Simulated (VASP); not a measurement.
Here is a VASP 6.6.1 calculation.

File INCAR:

```
SYSTEM = Cr
PREC     = Accurate       ! precision mode
ENCUT    = 520            ! plane-wave cutoff, eV
EDIFF    = 1E-6           ! SCF threshold, eV
ISMEAR   = 0              ! smearing method
SIGMA    = 0.15           ! smearing width, eV
LREAL    = .FALSE.        ! projectors in reciprocal space
LASPH    = .TRUE.         ! aspherical terms in the spheres
NELM     = 100            ! most SCF steps
ALGO     = Fast           ! electronic algorithm
ISIF     = 2              ! what is computed and relaxed
LWAVE    = .FALSE.        ! write WAVECAR
LCHARG   = .FALSE.        ! write CHGCAR
GGA      = PE             ! functional
NBANDS   = 12             ! bands
```

The input KPOINTS:

```
regular mesh
0
G
  26 26 26
  0 0 0
```

The input POSCAR:

```
Cr
1.0
   -1.2596593511      1.2596593511      1.8894890267
    1.2596593511     -1.2596593511      1.8894890267
    1.2596593511      1.2596593511     -1.8894890267
Cr
1
Direct
    0.0000000000      0.0000000000      0.0000000000
```

Potentials or basis: VASP PAW PBE potentials, release 64 (Cr_pv).

The run is started by

```console
$ cat potpaw_PBE.64/Cr_pv/POTCAR > POTCAR
$ mpirun -np 1 vasp_std > vasp.out
```

Task: Estimate the band gap on the k mesh.

Result: Zero (band 6 reaches 12.69 eV, above the bottom of band 7 at 9.93 eV).

Task: Predict the pressure.

Result: -2.8 GPa.

Stress tensor (GPa, compression positive):
```
-7.17  0.00  0.00
 0.00 -7.17  0.00
 0.00  0.00  5.99
```

Caveat: the run has no spin polarisation, though such a crystal can be magnetic. Spin polarisation is off, so any magnetic state and its effect on volume and gap are missing.
